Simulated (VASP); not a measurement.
Set up this calculation in VASP 6.6.1, as the native input.

```
Task                   : single point
Functional             : PBE
Potentials or basis    : VASP PAW PBE potentials, release 64 (Ta_pv, Pt, S)
Cutoff                 : 520 eV
k mesh                 : 4 × 4 × 6
Occupations            : gaussian, width 0.1 eV
Spin                   : no spin polarisation
Dipole correction      : no
Further INCAR settings : ALGO = Normal; EDIFF = 1e-06; NBANDS = 37
```

The structure of Ta2PtS4 lies in POSCAR:

```
Ta2PtS4
1.0
    3.3183951092     -5.0950789388      0.0000000000
    3.3183951092      5.0950789388      0.0000000000
    0.0000000000      0.0000000000      3.5671807061
Ta Pt S
2 1 4
Direct
    0.5000000000      0.0000000000      0.5000000000
    0.0000000000      0.5000000000      0.5000000000
    0.0000000000      0.0000000000      0.0000000000
    0.7733954378      0.7733954378      0.5000000000
    0.2266045622      0.2266045622      0.5000000000
    0.6758607283      0.3241392717      0.0000000000
    0.3241392717      0.6758607283      0.0000000000
```

The cell was built from a structure type or drawn by symmetry, and may not be a known phase.

These files were run (other wordings do the same):

INCAR

```
SYSTEM = Ta2PtS4
ALGO = Normal
EDIFF = 1E-6
ENCUT = 520
GGA = PE
ISIF = 2
ISMEAR = 0
LASPH = .True.
LCHARG = .False.
LREAL = .False.
LWAVE = .False.
NBANDS = 37
NELM = 100
PREC = Accurate
SIGMA = 0.1
```

KPOINTS

```
k-points
0
Gamma
  4 4 6
  0 0 0
```

Potentials or basis: VASP PAW PBE potentials, release 64 (Ta_pv, Pt, S).

Launch:

```sh
$ cat potpaw_PBE.64/Ta_pv/POTCAR potpaw_PBE.64/Pt/POTCAR potpaw_PBE.64/S/POTCAR > POTCAR
$ mpirun -np 1 vasp_std > vasp.out
```

It gave:

```json
{
 "Pressure": "0.0 GPa",
 "Largest force": "0.046 eV/Å",
 "Band gap on the k mesh": "zero (bands 28 and 29 overlap by 0.50 eV)"
}
```

Caveat: spin-orbit coupling is left out, which moves the levels of the heavy elements.

Wall time 2.4 min on 1 thread of Intel Xeon 8259CL, with other jobs on the host, peak memory 0.31 GiB.
